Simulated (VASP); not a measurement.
A run of VASP 6.6.1 is set up as follows.

The input INCAR:

```
ALGO     = Normal         # electronic algorithm
EDIFF    = 1E-6           # SCF threshold, eV
ENCUT    = 520            # plane-wave cutoff, eV
GGA      = PS             # functional
ISIF     = 2              # what is computed and relaxed
ISMEAR   = 0              # smearing method
LASPH    = True           # aspherical terms in the spheres
LCHARG   = False          # write CHGCAR
LREAL    = False          # projectors in reciprocal space
LWAVE    = False          # write WAVECAR
NBANDS   = 11             # bands
NELM     = 100            # most SCF steps
PREC     = Accurate       # precision mode
SIGMA    = 0.05           # smearing width, eV
```

KPOINTS

```
k-points
0
Gamma
  10 10 10
```

POSCAR

```
AlN
1.0
    0.0000000000      2.2396523787      2.1631588278
    2.1631588278      0.0000000000      2.1631588278
    2.1631588278      2.2396523787      0.0000000000
Al N
1 1
Direct
    0.0000000000      0.0000000000      0.0000000000
    0.7500000000      0.7500000000      0.7500000000
```

Potentials or basis: VASP PAW PBE potentials, release 64 (Al, N).

Run with:

```sh
$ cat potpaw_PBE.64/Al/POTCAR potpaw_PBE.64/N/POTCAR > POTCAR
$ mpirun -np 1 vasp_std > vasp.out
```

(1) Estimate the band gap on the k mesh.

(2) What does it give for the pressure?

Answers

(1) 3.08 eV, indirect (least direct gap 4.02 eV).

(2) 0.0 GPa.

Caveat: the cell differs from its parent crystal (mode 4 frozen in at +0.000 Å, strain +e along z and -e/2 along x and y +0.0233); the PAW data sets were made with another functional, which shifts forces and pressure a little.
